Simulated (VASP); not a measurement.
Pt, 2 atoms in the cell. Symmetry: I4/mmm, No. 139, tetragonal system. Conventional cell: a = 2.854 Å, b = 2.854 Å, c = 3.746 Å, α = 90.00°, β = 90.00°, γ = 90.00°. Within 3.6 Å of Pt (site symmetry 4/mmm) lie 12 Pt at 2.75 to 2.85 Å.  This cell differs from its parent crystal: biaxial strain in the a-b plane: +3.0 %, then relaxed in part.

- Program: VASP 6.6.1
- Task: single point
- Functional: PBEsol
- Potentials or basis: VASP PAW PBE potentials, release 64 (Pt)
- Cutoff: 520 eV
- k mesh: 18 × 18 × 14
- Occupations: gaussian, width 0.1 eV
- Spin: no spin polarisation
- Dipole correction: no
- Further INCAR settings: ALGO = Fast; EDIFF = 1e-06; NBANDS = 17

Potentials or basis: VASP PAW PBE potentials, release 64 (Pt).

Command:

```bash
$ cat potpaw_PBE.64/Pt/POTCAR > POTCAR
$ mpirun -np 1 vasp_std > vasp.out
```

Hardware: 1 thread of Intel(R) Xeon(R) 6975P-C (Granite Rapids), with other jobs on the host.

Problem. Estimate the wall time of this run.

Solution. Run time: 58 s on 1 thread of Intel(R) Xeon(R) 6975P-C (Granite Rapids), with other jobs on the host, peak memory 0.29 GiB. Counts: scf iterations 13, k points 440.
